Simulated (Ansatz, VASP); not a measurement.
**Al in VASP and in Ansatz**

```
CELL_PARAMETERS angstrom
-1.59600 1.59600 1.61751
1.59600 -1.59600 1.61751
3.19199 3.19199 0.00000
ATOMIC_POSITIONS crystal
Al 0.03908 0.96092 0.00000
Al 0.46092 0.53908 0.50000
```

Change from the starting cell: mode 1 frozen in at -0.179 Å, equal normal strain along x and y -0.0133.

Alike in both runs: task single point; functional PBE; k mesh 20 × 20 × 12; occupations gaussian, width 0.15 eV; no spin polarisation.

|  | VASP | Ansatz |
| --- | --- | --- |
| version | VASP 6.6.1 | Ansatz 0.2.0 |
| potentials or method | VASP PAW PBE potentials, release 64 (Al), cutoff 520 eV | scalar-relativistic, plane waves, PAW |
| valence electrons in the cell | 6 | 6 |

|  | VASP | Ansatz | Ansatz less VASP |
| --- | --- | --- | --- |
| gap on the k mesh at the Fermi level (eV) | none | none | - |
| pressure (GPa) | 1.9 | 1.9 | +0.02 |
| traceless stress, the component that is largest in VASP (GPa) | -0.87 | -0.87 | -0.001 |
| rms of the force components (eV/Å) | 0.070 | 0.069 | -0.0005 |

Atom by atom the forces differ by 0.000 eV/Å (rms over components). A gap of «none» marks a metal or a gap that the smearing closes. The functional is the same, so the differences come from potentials, cutoffs and numerics.
